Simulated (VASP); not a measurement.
# Zn4O (P1) in VASP: single point with PBE

Aim: the single point of Zn4O with PBE.

Everything below comes from runs of VASP 6.6.1. Logs are shortened: lines on timing, memory, paths and dates and some standing lists are left out, and cuts for length are marked.

## Step 1: The cell of the first run

The typed cell holds 10 atoms: a = 2.971 Å, b = 5.128 Å, c = 8.881 Å, α = 90.46°, β = 89.89°, γ = 89.93°.

## Step 2: Single point, PBE

INCAR

```
SYSTEM = Zn4O
  ALGO = Normal
  EDIFF = 1E-6
  ENCUT = 520
  GGA = PE
  ISIF = 2
  ISMEAR = 0
  LASPH = .TRUE.
  LCHARG = .FALSE.
  LREAL = .FALSE.
  LWAVE = .FALSE.
  NBANDS = 65
  NELM = 60
  PREC = Accurate
  SIGMA = 0.2
```

KPOINTS

```
k-points
0
G
  8 4 4
  0 0 0
```

POSCAR

```
Zn4O
1.0
    1.4837916378     -2.5733970191     -0.0027003619
   -4.4395139108     -2.5667817512      0.0209786245
    0.0343297216      0.0101005236     -8.8805687910
Zn O
8 2
Direct
    0.9992668738      0.6681432015      0.1493574793
    0.4994259382      0.1682289783      0.1493844398
    0.5005181511      0.8316877352      0.8506603324
    1.0010941204      0.3316642389      0.8506231809
    0.4987921240      0.8325559027      0.3817060461
    1.0002015917      0.3326307983      0.3817601065
    0.9994072108      0.6676432809      0.6182721298
    0.5007273114      0.1673863817      0.6182252484
    0.5002717566      0.5000466722      1.0000011975
    0.0002949220      0.0000128104      0.0000098392
```

Potentials or basis: VASP PAW PBE potentials, release 64 (Zn, O).

On the command line:

```bash
$ cat potpaw_PBE.64/Zn/POTCAR potpaw_PBE.64/O/POTCAR > POTCAR
$ mpirun -np 1 vasp_std > vasp.out
```

OUTCAR:

```text
SYSTEM = Zn4O
   EDIFF = 1E-6
   ENCUT = 520
   GGA = PE
   ISIF = 2
   ISMEAR = 0
   LASPH = .TRUE.
   LREAL = .FALSE.
   NELM = 60
   PREC = Accurate

 ion  position               nearest neighbor table
   1  0.999  0.668  0.149-   9 2.17   9 2.17  10 2.17   5 2.67   5 2.68   6 2.70   2 2.96   2 2.96
                             2 2.96   2 2.97
   2  0.499  0.168  0.149-  10 2.17   9 2.17  10 2.17   6 2.67   6 2.68   5 2.70   1 2.96   1 2.96
                             1 2.96   1 2.97
   3  0.501  0.832  0.851-  10 2.16   9 2.17  10 2.17   7 2.67   7 2.68   8 2.70   4 2.96   4 2.96
                             4 2.96   4 2.97
   4  0.001  0.332  0.851-  10 2.17   9 2.17   9 2.17   8 2.67   8 2.68   7 2.70   3 2.96   3 2.96
                             3 2.96   3 2.97
   5  0.499  0.833  0.382-   1 2.67   1 2.68   2 2.70   8 2.70   7 2.71   7 2.72   6 2.96   6 2.96
                             6 2.96   6 2.97
   6  0.000  0.333  0.382-   2 2.67   2 2.68   1 2.70   7 2.70   8 2.71   8 2.72   5 2.96   5 2.96
                             5 2.96   5 2.97
   7  0.999  0.668  0.618-   3 2.67   3 2.68   4 2.70   6 2.70   5 2.71   5 2.72   8 2.96   8 2.96
                             8 2.96   8 2.97
   8  0.501  0.167  0.618-   4 2.67   4 2.68   3 2.70   5 2.70   6 2.71   6 2.72   7 2.96   7 2.96
                             7 2.96   7 2.97
   9  0.500  0.500  0.000-   3 2.17   1 2.17   4 2.17   1 2.17   2 2.17   4 2.17
  10  0.000  0.000  0.000-   3 2.16   4 2.17   2 2.17   1 2.17   2 2.17   3 2.17

  LATTYP: Found a triclinic cell.
 ALAT       =    10.2193250540
 B/A-ratio  =     0.5018106918
 C/A-ratio  =     0.2906771933
 COS(alpha) =     0.0011801899
 COS(beta)  =     0.0022039405
 COS(gamma) =     0.4948528541

  Lattice vectors:

 A1 = (   4.4051841892,   2.5566812276,   8.8595901665)
 A2 = (   4.4395139108,   2.5667817512,  -0.0209786245)
 A3 = (  -1.4837916378,   2.5733970191,   0.0027003619)

Analysis of symmetry for initial positions (statically):
=====================================================================
 Subroutine PRICEL returns:
 Original cell was already a primitive cell.

 Routine SETGRP: Setting up the symmetry group for a
 triclinic supercell.

 Subroutine GETGRP returns: Found  1 space group operations
 (whereof  1 operations were pure point group operations)
 out of a pool of  2 trial point group operations.

The static configuration has the point symmetry C_1 .

Analysis of symmetry for dynamics (positions and initial velocities):
=====================================================================
 Subroutine PRICEL returns:
 Original cell was already a primitive cell.

 Routine SETGRP: Setting up the symmetry group for a
 triclinic supercell.

 Subroutine GETGRP returns: Found  1 space group operations
 (whereof  1 operations were pure point group operations)
 out of a pool of  2 trial point group operations.

The dynamic configuration has the point symmetry C_1 .

 Subroutine INISYM returns: Found  1 space group operations
 (whereof  1 operations are pure point group operations),
 and found     1 'primitive' translations

----------------------------------------------------------------------------------------

                                     Primitive cell

  volume of cell :     135.2772

  direct lattice vectors                    reciprocal lattice vectors
     1.483791638 -2.573397019 -0.002700362     0.168500449 -0.291436300  0.000319902
    -4.439513911 -2.566781751  0.020978625    -0.168936491 -0.097406070 -0.000763847
     0.034329722  0.010100524 -8.880568791    -0.000450317 -0.000141484 -0.112607302

  length of vectors
     2.970524724  5.128166575  8.880640889     0.336641680  0.195007856  0.112608291

  position of ions in fractional coordinates (direct lattice)
     0.999266874  0.668143202  0.149357479
     0.499425938  0.168228978  0.149384440
     0.500518151  0.831687735  0.850660332
     0.001094120  0.331664239  0.850623181
     0.498792124  0.832555903  0.381706046
     0.000201592  0.332630798  0.381760107
     0.999407211  0.667643281  0.618272130
     0.500727311  0.167386382  0.618225248
     0.500271757  0.500046672  0.000001197
     0.000294922  0.000012810  0.000009839

  ion indices of the primitive-cell ions
   primitive index   ion index
                 1           1
                 2           2
                 3           3
                 4           4
                 5           5
                 6           6
                 7           7
                 8           8
                 9           9
                10          10

----------------------------------------------------------------------------------------

 KPOINTS: k-points

Automatic generation of k-mesh.
 Grid dimensions read from file:
 generate k-points for:    8    4    4

 Generating k-lattice:

  Cartesian coordinates                     Fractional coordinates (reciprocal lattice)
     0.021062556 -0.036429538  0.000039988     0.125000000  0.000000000  0.000000000
    -0.042234123 -0.024351517 -0.000190962    -0.000000000  0.250000000 -0.000000000
    -0.000112579 -0.000035371 -0.028151825     0.000000000  0.000000000  0.250000000

  Length of vectors
     0.042080210  0.048751964  0.028152073

  Shift w.r.t. Gamma in fractional coordinates (k-lattice)
     0.000000000  0.000000000  0.000000000

 Subroutine IBZKPT returns following result:
 ===========================================

 Found     68 irreducible k-points:

 Following reciprocal coordinates:
            Coordinates               Weight
  0.000000  0.000000  0.000000      1.000000
  0.125000  0.000000 -0.000000      2.000000
  0.250000  0.000000 -0.000000      2.000000
  0.375000 -0.000000  0.000000      2.000000
  0.500000  0.000000 -0.000000      1.000000
  0.000000  0.250000  0.000000      2.000000
[... 16 lines left out ...]
  0.500000  0.000000  0.250000      2.000000
 -0.375000  0.000000  0.250000      2.000000
 [... further k-points ...]
   k-points           NKPTS =     68   k-points in BZ     NKDIM =     68   number of bands    NBANDS=     65
   number of dos      NEDOS =    301   number of ions     NIONS =     10
   total plane-waves  NPLWV =  67200
   dimension x,y,z NGX =    24 NGY =   40 NGZ =   70
   dimension x,y,z NGXF=    48 NGYF=   80 NGZF=  140
   ions per type =               8   2
   NGX,Y,Z   is equivalent  to a cutoff of  13.43, 12.97, 13.10 a.u.
   NGXF,Y,Z  is equivalent  to a cutoff of  26.86, 25.93, 26.21 a.u.
 SYSTEM =  Zn4O
   PREC   = accura    normal or accurate (medium, high low for compatibility)
   ISTART =      0    job   : 0-new  1-cont  2-samecut
   ICHARG =      2    charge: 1-file 2-atom 10-const
   ISPIN  =      1    spin polarized calculation?
   LNONCOLLINEAR =      F non collinear calculations
   LSORBIT =      F    spin-orbit coupling
   LASPH  =      T    aspherical Exc in radial PAW
   ENCUT  =  520.0 eV  38.22 Ry    6.18 a.u.   5.52  9.53 16.51*2*pi/ulx,y,z
   NELM   =     60;   NELMIN=  2; NELMDL= -5     # of ELM steps
   EDIFF  = 0.1E-05   stopping-criterion for ELM
   LREAL  =      F    real-space projection
   EDIFFG = 0.1E-04   stopping-criterion for IOM
   NSW    =      0    number of steps for IOM
   IBRION =     -1    ionic relax: 0-MD 1-quasi-New 2-CG
   NFREE  =      0    steps in history (QN), initial steepest desc. (CG)
   ISIF   =      2    stress and relaxation
   ISYM   =      2    0-nonsym 1-usesym 2-fastsym
   POTIM  = 0.5000    time-step for ionic-motion
   TEBEG  =    0.0;   TEEND  =   0.0 temperature during run
   PSTRESS=    0.0 pullay stress
   NELECT =     108.0000    total number of electrons
   NUPDOWN=      -1.0000    fix difference up-down
   EMIN   =  10.00;   EMAX   =-10.00  energy-range for DOS
   EFERMI =   0.00;   METHOD = LEGACY
   ISMEAR =     0;   SIGMA  =   0.20  broadening in eV -4-tet -1-fermi 0-gaus
   EFERMI_NEDOS =   21; number of points for ismear=-14 and -15
   IALGO  =     38    algorithm
   IMIX   =      4    mixing-type and parameters
     AMIX     =   0.40;   BMIX     =  1.00
     AMIX_MAG =   1.60;   BMIX_MAG =  1.00
  volume/ion in A,a.u.               =      13.53        91.29
  Fermi-wavevector in a.u.,A,eV,Ry     =   1.518709  2.869944 31.381521  2.306477
  Thomas-Fermi vector in A             =   2.627793
   LORBIT       =      0    0 simple, 1 ext, 2 COOP (PROOUT), +10 PAW based schemes
   GGA     = PE    functional components
   LHFCALC =     F    Hartree Fock is set to
   AEXX    =    0.0000 exact exchange contribution
   IVDW    =     0    specifies the selected vdW correction
   LEPSILON=     F    determine dielectric tensor
   LRPA    =     F    only Hartree local field effects (RPA)
 non-spin polarized calculation
 Gauss-broadening in eV      SIGMA  =   0.20
  energy-cutoff  :      520.00
  volume of cell :      135.28
 maximum number of plane-waves:      3676
 NGX is ok and might be reduce to    24
   NGX = 11   NGY = 19   NGZ = 33

 number of electron     108.0000083 magnetization

 Free energy of the ion-electron system (eV)
  ---------------------------------------------------
  ext. energy  EPLUGINS =         0.00000000
  ---------------------------------------------------
  free energy    TOTEN  =       -22.85070901 eV

  energy without entropy =      -22.81776932  energy(sigma->0) =      -22.83423917

 E-fermi :   3.3436     XC(G=0): -11.5866

 val. band max:        3.3338174090   @ k =   0.3750  -0.0000   0.5000
 cond. band min:       3.3685499337   @ k =   0.3750   0.5000   0.0000
 fundamental gap:      0.0347325247
 Fermi energy:         3.3435500548

 k-point     1 :       0.0000    0.0000    0.0000
  band No.  band energies     occupation
      1     -16.4008      2.00000
      2     -15.5114      2.00000
      3      -6.1624      2.00000
      4      -5.8702      2.00000
      5      -5.2232      2.00000
      6      -4.8698      2.00000
[... 57 lines left out ...]
     64      11.6993      0.00000
     65      11.9075      0.00000

 k-point     2 :       0.1250    0.0000   -0.0000
  band No.  band energies     occupation
      1     -16.3124      2.00000
      2     -15.4810      2.00000
      3      -5.9307      2.00000
      4      -5.6584      2.00000
      5      -5.1089      2.00000
      6      -4.7920      2.00000
[... 1553 lines left out ...]
     64       8.5377      0.00000
     65       8.8975      0.00000

 [... further k-points ...]
[... 5 lines left out ...]
  --------------------------------------------------------------------------------------
  -------------------------------------------------------------------------------------
  Total        0.1945426      0.2511867      0.5116680     -0.0735181      0.0274485      0.0634744
  in kB        2.3040964      2.9749703      6.0600218     -0.8707237      0.3250908      0.7517691
  external PRESSURE =       3.7796962 kB  Pullay stress =       0.0000000 kB

 VOLUME and BASIS-vectors are now :
 -----------------------------------------------------------------------------
  energy-cutoff  :      520.00
  volume of cell :      135.28
      direct lattice vectors                 reciprocal lattice vectors
     1.483791638 -2.573397019 -0.002700362     0.168500449 -0.291436300  0.000319902
    -4.439513911 -2.566781751  0.020978625    -0.168936491 -0.097406070 -0.000763847
     0.034329722  0.010100524 -8.880568791    -0.000450317 -0.000141484 -0.112607302

 POSITION                                       TOTAL-FORCE (eV/Angst)
 -----------------------------------------------------------------------------------
     -1.47840     -4.28498     -1.31506        -0.002565     -0.002379     -0.039696
     -0.00068     -1.71552     -1.32444        -0.000352     -0.001935     -0.039014
     -2.92042     -3.41420     -7.53825         0.000929      0.000120      0.039526
     -1.44160     -0.84553     -7.54706        -0.000570      0.002796      0.040541
     -2.94294     -3.41672     -3.37365         0.007314      0.002767     -0.007346
     -1.46331     -0.85045     -3.38327         0.005947      0.005408     -0.007146
     -1.45987     -4.27932     -5.47930        -0.003585     -0.004206      0.007314
      0.02108     -1.71197     -5.48803        -0.007774     -0.004882      0.005586
     -1.47767     -2.57091      0.00913         0.001570      0.001108      0.000444
      0.00038     -0.00079     -0.00009        -0.000916      0.001201     -0.000207
 -----------------------------------------------------------------------------------
    total drift:                                0.000080     -0.000023      0.000146

  FREE ENERGIE OF THE ION-ELECTRON SYSTEM (eV)
  ---------------------------------------------------
  free  energy   TOTEN  =       -22.8507090125 eV

  energy  without entropy=      -22.8177693192  energy(sigma->0) =      -22.83423917
```

Run time: 9 min. Hardware: 1 thread of Oxide Virtual Turin-like, shared host; peak memory 0.49 GiB.

What came out:

```
Free energy            : -22.8507 eV
Pressure               : 0.4 GPa
Largest force          : 0.041 eV/Å
Band gap on the k mesh : zero (band 54 reaches 3.79 eV, above the bottom of band 55 at 2.44 eV)
```

Forces in eV/Å, atoms in the order of the input:
```
Zn  -0.003 -0.002 -0.040
Zn   0.000 -0.002 -0.039
Zn   0.001  0.000  0.040
Zn  -0.001  0.003  0.041
Zn   0.007  0.003 -0.007
Zn   0.006  0.005 -0.007
Zn  -0.004 -0.004  0.007
Zn  -0.008 -0.005  0.006
O    0.002  0.001  0.000
O   -0.001  0.001  0.000
```
